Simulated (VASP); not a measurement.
A run of VASP 6.6.1 is set up as follows.

POSCAR

```
SiC
1.0
    3.0775549649      0.0000000000      0.0000000000
   -1.5387774824      2.6652407811      0.0000000000
    0.0000000000      0.0000000000     10.0767216789
Si C
4 4
Direct
    0.6666666667      0.3333333333      0.9378415300
    0.3333333333      0.6666666667      0.4378415300
    0.0000000000      0.0000000000      0.6878903910
    0.0000000000      0.0000000000      0.1878903910
    0.6666666667      0.3333333333      0.7498007685
    0.3333333333      0.6666666667      0.2498007685
    0.0000000000      0.0000000000      0.5004663105
    0.0000000000      0.0000000000      0.0004663105
```

Contents of INCAR.step1:

```
PREC     = Accurate       # precision mode
ENCUT    = 520            # plane-wave cutoff, eV
ISMEAR   = -1             # smearing method
SIGMA    = 0.02           # smearing width, eV
LREAL    = F              # projectors in reciprocal space
LASPH    = T              # aspherical terms in the spheres
NELM     = 60             # most SCF steps
NBANDS   = 26             # bands
GGA      = PE             # functional
ALGO     = Normal         # electronic algorithm
EDIFF    = 1E-4           # SCF threshold, eV
LWAVE    = T              # write WAVECAR
LCHARG   = F              # write CHGCAR
```

The input INCAR.step2:

```
PREC     = Accurate       # precision mode
ENCUT    = 520            # plane-wave cutoff, eV
EDIFF    = 1E-7           # SCF threshold, eV
ISMEAR   = -1             # smearing method
SIGMA    = 0.02           # smearing width, eV
LREAL    = F              # projectors in reciprocal space
LASPH    = T              # aspherical terms in the spheres
NELM     = 60             # most SCF steps
ALGO     = Normal         # electronic algorithm
ISIF     = 2              # what is computed and relaxed
LWAVE    = F              # write WAVECAR
LCHARG   = F              # write CHGCAR
METAGGA  = R2SCAN         # meta-GGA
LMIXTAU  = T            
NBANDS   = 26             # bands
ISTART   = 1
```

The input KPOINTS:

```
regular mesh
0
Gamma
  12 12 2
```

Potentials or basis: VASP PAW PBE potentials, release 64 (Si, C).

Command:

```console
$ cat potpaw_PBE.64/Si/POTCAR potpaw_PBE.64/C/POTCAR > POTCAR
$ cp INCAR.step1 INCAR
$ mpirun -np 1 vasp_std > vasp.out
$ cp INCAR.step2 INCAR
$ mpirun -np 1 vasp_std > vasp.out
```

Task: Predict the pressure.

Result: -0.2 GPa.

Task: Predict the band gap on the k mesh.

Result: 2.61 eV, indirect (least direct gap 3.79 eV).

Caveat: the PAW data sets were made with another functional, which shifts forces and pressure a little. r2SCAN opens gaps a little over a GGA but as a rule still falls short of measured ones.
